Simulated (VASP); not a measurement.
Here is a VASP 6.6.1 calculation.

INCAR

```
ALGO = Normal
EDIFF = 1E-6
ENCUT = 600
GGA = VW
GGA_COMPAT = F
ISIF = 2
ISMEAR = -1
ISPIN = 2
LASPH = T
LCHARG = F
LMAXMIX = 4
LORBIT = 11
LREAL = F
LWAVE = F
MAGMOM = 2 2 0 0 0 0
NBANDS = 38
NELM = 200
PREC = Accurate
SIGMA = 0.05
```

KPOINTS

```
k-points
0
Gamma
  6 6 9
```

File POSCAR:

```
VO2
1.0
    4.4769514558      0.0000000000      0.0000000000
    0.0000000000      4.4769514558      0.0000000000
    0.0000000000      0.0000000000      3.0240168340
V O
2 4
Direct
    0.5000000000      0.5000000000      0.5000000000
    0.0000000000      0.0000000000      0.0000000000
    0.2003580000      0.7996420000      0.5000000000
    0.7996420000      0.2003580000      0.5000000000
    0.7003580000      0.7003580000      0.0000000000
    0.2996420000      0.2996420000      0.0000000000
```

Potentials or basis: VASP PAW PBE potentials, release 64 (V_sv, O).

Launch:

```console
$ cat potpaw_PBE.64/V_sv/POTCAR potpaw_PBE.64/O/POTCAR > POTCAR
$ mpirun -np 1 vasp_std > vasp.out
```

**Question.** Predict the net moment.

**Answer.** 2.00 μB per cell.

**Question.** What does it give for the pressure?

**Answer.** -18.7 GPa.

**Question.** Predict the band gap on the k mesh.

**Answer.** Zero (filled and empty bands overlap).

**Question.** Predict the largest force.

**Answer.** 0.316 eV/Å.

Stress tensor (GPa, compression positive):
```
-11.62   0.00   0.00
  0.00 -11.62   0.00
  0.00   0.00 -32.81
```

Caveat: the stress differs along the axes, from -33 to -12 GPa; the PAW data sets were made with another functional, which shifts forces and pressure a little; semilocal functionals often make such compounds metallic where correlation or magnetic order opens a gap, which also shifts bond lengths.
